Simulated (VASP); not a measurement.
# Cs: single point with PBEsol

Crystal: Cs.

```
CELL_PARAMETERS angstrom
0.00000 2.30995 2.30995
2.30995 0.00000 2.30995
2.30995 2.30995 0.00000
ATOMIC_POSITIONS crystal
Cs 0.00000 0.00000 0.00000
```

```
Program             : VASP 6.6.1
Task                : single point
Functional          : PBEsol
Potentials or basis : VASP PAW PBE potentials, release 64 (Cs_sv)
Cutoff              : 520 eV
k mesh              : 6 × 6 × 6
Occupations         : fermi-dirac, width 0.05 eV
Spin                : no spin polarisation
```

```json
{
  "Pressure": "31.8 GPa"
}
```

Levels at points of the mesh, in eV from the Fermi level:
```tsv
k point	band 1	band 2	band 3	band 4	band 5	band 6	band 7	band 8	band 9
(0.00, 0.00, 0.00)	-26.12	-8.24	-8.24	-8.24	0.76	3.12	3.12	3.12	7.08
(0.50, 0.00, 0.00)	-24.32	-14.94	-9.11	-9.11	-0.58	2.50	2.50	5.90	11.01
(0.50, 0.50, 0.00)	-23.68	-14.40	-10.81	-10.81	-2.78	-2.01	12.20	12.31	13.37
```

Run time: 2.1 s on 1 thread of Intel(R) Xeon(R) 6975P-C (Granite Rapids) (shared host), peak memory 0.13 GiB.

Caveat: the k points lie up to 0.39 Å⁻¹ apart; the PAW data sets were made with another functional, which shifts forces and pressure a little; spin-orbit coupling is left out, which moves the levels of the heavy elements.
